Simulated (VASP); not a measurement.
# Ge (I4_1/amd) in VASP: notebook, part 2 of 2

VASP 6.6.1. The steps go on from the part before.

### Step 5. Single point, PBEsol

This run uses another cell than the first one, of 17.94 Å³/atom.

The input, INCAR:

```
ALGO     = Normal         # electronic algorithm
EDIFF    = 1E-6           # SCF threshold, eV
ENCUT    = 520            # plane-wave cutoff, eV
GGA      = PS             # functional
ISIF     = 2              # what is computed and relaxed
ISMEAR   = -1             # smearing method
LASPH    = T              # aspherical terms in the spheres
LCHARG   = F              # write CHGCAR
LREAL    = F              # projectors in reciprocal space
LWAVE    = F              # write WAVECAR
NBANDS   = 21             # bands
NELM     = 80             # most SCF steps
PREC     = Accurate       # precision mode
SIGMA    = 0.05           # smearing width, eV
```

The input, KPOINTS:

```
k-points
0
Gamma
  11 11 11
```

The input, POSCAR:

```
Ge
1.0
   -2.5495705012      2.5495705012      1.3800915800
    2.5495705012     -2.5495705012      1.3800915800
    2.5495705012      2.5495705012     -1.3800915800
Ge
2
Direct
    0.5000000000      0.5000000000      0.0000000000
    0.2500000000      0.7500000000      0.5000000000
```

Potentials or basis: VASP PAW PBE potentials, release 64 (Ge_d).

On the command line:

```
$ cat potpaw_PBE.64/Ge_d/POTCAR > POTCAR
$ mpirun -np 1 vasp_std > vasp.out
```

OUTCAR:

```text
EDIFF = 1E-6
   ENCUT = 520
   GGA = PS
   ISIF = 2
   ISMEAR = -1
   LASPH = T
   LREAL = F
   NELM = 80
   PREC = Accurate

 ion  position               nearest neighbor table
   1  0.500  0.500  0.000-   2 2.64   2 2.64   2 2.64   2 2.64
   2  0.250  0.750  0.500-   1 2.64   1 2.64   1 2.64   1 2.64

  LATTYP: Found a body centered tetragonal cell.
 ALAT       =     5.0991410024
 C/A-ratio  =     0.5413035566

  Lattice vectors:

 A1 = (  -2.5495705012,   2.5495705012,   1.3800915800)
 A2 = (   2.5495705012,  -2.5495705012,   1.3800915800)
 A3 = (   2.5495705012,   2.5495705012,  -1.3800915800)

Analysis of symmetry for initial positions (statically):
=====================================================================
 Subroutine PRICEL returns:
 Original cell was already a primitive cell.

 Routine SETGRP: Setting up the symmetry group for a
 body centered tetragonal supercell.

 Subroutine GETGRP returns: Found 16 space group operations
 (whereof  8 operations were pure point group operations)
 out of a pool of 16 trial point group operations.

The static configuration has the point symmetry D_2d.
 The point group associated with its full space group is D_4h.

Analysis of symmetry for dynamics (positions and initial velocities):
=====================================================================
 Subroutine PRICEL returns:
 Original cell was already a primitive cell.

 Routine SETGRP: Setting up the symmetry group for a
 body centered tetragonal supercell.

 Subroutine GETGRP returns: Found 16 space group operations
 (whereof  8 operations were pure point group operations)
 out of a pool of 16 trial point group operations.

The dynamic configuration has the point symmetry D_2d.
 The point group associated with its full space group is D_4h.

 Subroutine INISYM returns: Found 16 space group operations
 (whereof  8 operations are pure point group operations),
 and found     1 'primitive' translations

----------------------------------------------------------------------------------------

                                     Primitive cell

  volume of cell :      35.8841

  direct lattice vectors                    reciprocal lattice vectors
    -2.549570501  2.549570501  1.380091580     0.000000000  0.196111463  0.362294798
     2.549570501 -2.549570501  1.380091580     0.196111463  0.000000000  0.362294798
     2.549570501  2.549570501 -1.380091580     0.196111463  0.196111463  0.000000000

  length of vectors
     3.860734678  3.860734678  3.860734678     0.411967506  0.411967506  0.277343490

  position of ions in fractional coordinates (direct lattice)
     0.500000000  0.500000000  0.000000000
     0.250000000  0.750000000  0.500000000

  ion indices of the primitive-cell ions
   primitive index   ion index
                 1           1
                 2           2

----------------------------------------------------------------------------------------

 KPOINTS: k-points

Automatic generation of k-mesh.
 Grid dimensions read from file:
 generate k-points for:   11   11   11

 Generating k-lattice:

  Cartesian coordinates                     Fractional coordinates (reciprocal lattice)
     0.000000000  0.017828315  0.032935891     0.090909091  0.000000000 -0.000000000
     0.017828315  0.000000000  0.032935891     0.000000000  0.090909091 -0.000000000
     0.017828315  0.017828315  0.000000000     0.000000000  0.000000000  0.090909091

  Length of vectors
     0.037451591  0.037451591  0.025213045

  Shift w.r.t. Gamma in fractional coordinates (k-lattice)
     0.000000000  0.000000000  0.000000000

 Subroutine IBZKPT returns following result:
 ===========================================

 Found    126 irreducible k-points:

 Following reciprocal coordinates:
            Coordinates               Weight
  0.000000  0.000000  0.000000      1.000000
  0.090909  0.000000  0.000000      8.000000
  0.181818 -0.000000  0.000000      8.000000
  0.272727  0.000000  0.000000      8.000000
  0.363636 -0.000000  0.000000      8.000000
  0.454545  0.000000  0.000000      8.000000
[... 16 lines left out ...]
 -0.272727  0.181818  0.000000     16.000000
 -0.181818  0.181818  0.000000      4.000000
 [... further k-points ...]
   k-points           NKPTS =    126   k-points in BZ     NKDIM =    126   number of bands    NBANDS=     21
   number of dos      NEDOS =    301   number of ions     NIONS =      2
   total plane-waves  NPLWV =  27000
   dimension x,y,z NGX =    30 NGY =   30 NGZ =   30
   dimension x,y,z NGXF=    60 NGYF=   60 NGZF=   60
   ions per type =               2
   NGX,Y,Z   is equivalent  to a cutoff of  12.92, 12.92, 12.92 a.u.
   NGXF,Y,Z  is equivalent  to a cutoff of  25.84, 25.84, 25.84 a.u.
 SYSTEM =  unknown system
   PREC   = accura    normal or accurate (medium, high low for compatibility)
   ISTART =      0    job   : 0-new  1-cont  2-samecut
   ICHARG =      2    charge: 1-file 2-atom 10-const
   ISPIN  =      1    spin polarized calculation?
   LNONCOLLINEAR =      F non collinear calculations
   LSORBIT =      F    spin-orbit coupling
   LASPH  =      T    aspherical Exc in radial PAW
   ENCUT  =  520.0 eV  38.22 Ry    6.18 a.u.   7.18  7.18  7.18*2*pi/ulx,y,z
   NELM   =     80;   NELMIN=  2; NELMDL= -5     # of ELM steps
   EDIFF  = 0.1E-05   stopping-criterion for ELM
   LREAL  =      F    real-space projection
   EDIFFG = 0.1E-04   stopping-criterion for IOM
   NSW    =      0    number of steps for IOM
   IBRION =     -1    ionic relax: 0-MD 1-quasi-New 2-CG
   NFREE  =      0    steps in history (QN), initial steepest desc. (CG)
   ISIF   =      2    stress and relaxation
   ISYM   =      2    0-nonsym 1-usesym 2-fastsym
   POTIM  = 0.5000    time-step for ionic-motion
   TEBEG  =    0.0;   TEEND  =   0.0 temperature during run
   PSTRESS=    0.0 pullay stress
   NELECT =      28.0000    total number of electrons
   NUPDOWN=      -1.0000    fix difference up-down
   EMIN   =  10.00;   EMAX   =-10.00  energy-range for DOS
   EFERMI =   0.00;   METHOD = LEGACY
   ISMEAR =    -1;   SIGMA  =   0.05  broadening in eV -4-tet -1-fermi 0-gaus
   EFERMI_NEDOS =   21; number of points for ismear=-14 and -15
   IALGO  =     38    algorithm
   IMIX   =      4    mixing-type and parameters
     AMIX     =   0.40;   BMIX     =  1.00
     AMIX_MAG =   1.60;   BMIX_MAG =  1.00
  volume/ion in A,a.u.               =      17.94       121.08
  Fermi-wavevector in a.u.,A,eV,Ry     =   1.507163  2.848125 30.906178  2.271540
  Thomas-Fermi vector in A             =   2.617785
   LORBIT       =      0    0 simple, 1 ext, 2 COOP (PROOUT), +10 PAW based schemes
   GGA     = PS    functional components
   LHFCALC =     F    Hartree Fock is set to
   AEXX    =    0.0000 exact exchange contribution
   IVDW    =     0    specifies the selected vdW correction
   LEPSILON=     F    determine dielectric tensor
   LRPA    =     F    only Hartree local field effects (RPA)
 non-spin polarized calculation
  energy-cutoff  :      520.00
  volume of cell :       35.88
 maximum number of plane-waves:       978
 NGX is ok and might be reduce to    30
   NGX = 15   NGY = 15   NGZ = 15

 number of electron      28.0000003 magnetization

 Free energy of the ion-electron system (eV)
  ---------------------------------------------------
  ext. energy  EPLUGINS =         0.00000000
  ---------------------------------------------------
  free energy    TOTEN  =        -9.53593200 eV

  energy without entropy =       -9.52773462  energy(sigma->0) =       -9.53183331

 E-fermi :   7.0551     XC(G=0): -11.6321

 val. band max:        7.0414062206   @ k =  -0.1818  -0.1818   0.0909
 cond. band min:       7.0640000240   @ k =  -0.1818  -0.4545   0.0909
 fundamental gap:      0.0225938034
 Fermi energy:         7.0550811425

 k-point     1 :       0.0000    0.0000    0.0000
  band No.  band energies     occupation
      1     -17.6860      2.00000
      2     -17.6386      2.00000
      3     -17.6050      2.00000
      4     -17.6045      2.00000
      5     -17.4845      2.00000
      6     -17.4845      2.00000
[... 13 lines left out ...]
     20      18.7185      0.00000
     21      19.7170      0.00000
[... 529 lines left out ...]
 k-point    24 :      -0.1818    0.1818    0.0000
  band No.  band energies     occupation
      1     -17.6669      2.00000
      2     -17.6417      2.00000
      3     -17.6145      2.00000
      4     -17.5877      2.00000
      5     -17.4933      2.00000
      6     -17.4760      2.00000
[... 13 lines left out ...]
     20      19.4610      0.00000
     21      19.9256      0.00000

 [... further k-points ...]

------------------------ aborting loop because EDIFF is reached ----------------------------------------

  FORCE on cell =-STRESS in cart. coord.  units (eV):
  Direction    XX          YY          ZZ          XY          YZ          ZX
  --------------------------------------------------------------------------------------
  -------------------------------------------------------------------------------------
  Total        0.4237142      0.4237142      0.4484534      0.0000000      0.0000000      0.0000000
  in kB       18.9182815     18.9182815     20.0228544      0.0000000      0.0000000      0.0000000
  external PRESSURE =      19.2864724 kB  Pullay stress =       0.0000000 kB

 VOLUME and BASIS-vectors are now :
 -----------------------------------------------------------------------------
  energy-cutoff  :      520.00
  volume of cell :       35.88
      direct lattice vectors                 reciprocal lattice vectors
    -2.549570501  2.549570501  1.380091580     0.000000000  0.196111463  0.362294798
     2.549570501 -2.549570501  1.380091580     0.196111463  0.000000000  0.362294798
     2.549570501  2.549570501 -1.380091580     0.196111463  0.196111463  0.000000000

 POSITION                                       TOTAL-FORCE (eV/Angst)
 -----------------------------------------------------------------------------------
      0.00000      0.00000      1.38009        -0.000000     -0.000000     -0.000000
      2.54957      0.00000      0.69005         0.000000      0.000000      0.000000
 -----------------------------------------------------------------------------------
    total drift:                                0.000000     -0.000000      0.000000

  FREE ENERGIE OF THE ION-ELECTRON SYSTEM (eV)
  ---------------------------------------------------
  free  energy   TOTEN  =        -9.5359319963 eV

  energy  without entropy=       -9.5277346167  energy(sigma->0) =       -9.53183331
```

Run time: 40 s. Hardware: 1 thread of Intel Xeon 6975P-C (Granite Rapids), shared host; peak memory 0.21 GiB.

Results:

```yaml
Free_energy: -9.5359 eV
Pressure: 1.9 GPa
Band_gap_on_the_k_mesh: zero (bands 14 and 15 overlap by 4.90 eV)
```

Caveat: the PAW data sets were made with another functional, which shifts forces and pressure a little.

### Step 6. Overview

| cell | gap on the mesh (eV) | pressure (GPa) |
| --- | --- | --- |
| a = 3.678 Å, angles 97.3, 97.3, 138.2°, 2 atoms | none | 20.1 |
| a = 3.762 Å, angles 97.3, 97.3, 138.1°, 2 atoms | none | 9.9 |
| a = 3.818 Å, angles 97.4, 97.4, 138.1°, 2 atoms | none | 4.9 |
| a = 3.861 Å, angles 97.3, 97.3, 138.1°, 2 atoms | none | 1.9 |

Alike in all rows: task single point; level PBEsol; potentials or basis VASP PAW PBE potentials, release 64 (Ge_d); no spin polarisation; k mesh 11 × 11 × 11; cutoff (eV) 520; smearing fermi-dirac 0.05 eV.

Caveats: the PAW data sets were made with another functional, which shifts forces and pressure a little; the cell stands under pressure (at least some runs).

Absolute energies hang on the potentials; compare differences alone.
